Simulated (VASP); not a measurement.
RbBr, 2 atoms in the cell. Symmetry: Fm-3m, No. 225, cubic system. The conventional cell has a = 6.850 Å, b = 6.850 Å, c = 6.850 Å, α = 90.00°, β = 90.00°, γ = 90.00°. Within 4.5 Å of Rb (site symmetry m-3m) lie 6 Br at 3.43 Å. Br (site symmetry m-3m) has 6 Rb at 3.43 Å within 4.5 Å. 

| Item | Value |
| --- | --- |
| Program | VASP 6.6.1 |
| Task | relaxation of cell and atoms |
| Functional | PBEsol |
| Potentials or basis | VASP PAW PBE potentials, release 64 (Rb_sv, Br) |
| Cutoff | 500 eV |
| k mesh | 6 × 6 × 6 |
| Occupations | gaussian, width 0.01 eV |
| Spin | no spin polarisation |
| Dipole correction | no |
| Further INCAR settings | ALGO = Normal; EDIFF = 1e-07; IBRION = 2; EDIFFG = -0.001; NSW = 80; ISIF = 3 |

Potentials or basis: VASP PAW PBE potentials, release 64 (Rb_sv, Br).

Run with:

```console
$ cat potpaw_PBE.64/Rb_sv/POTCAR potpaw_PBE.64/Br/POTCAR > POTCAR
$ mpirun -np 1 vasp_std > vasp.out
```

Hardware: 1 thread of Intel(R) Xeon(R) Platinum 8488C (Sapphire Rapids), on a shared host.

Estimate the wall time of this run.

Wall time 14 s on 1 thread of Intel(R) Xeon(R) Platinum 8488C (Sapphire Rapids), with other jobs on the host, peak memory 0.21 GiB. Counts: scf iterations 18, k points 16, ion steps 2.
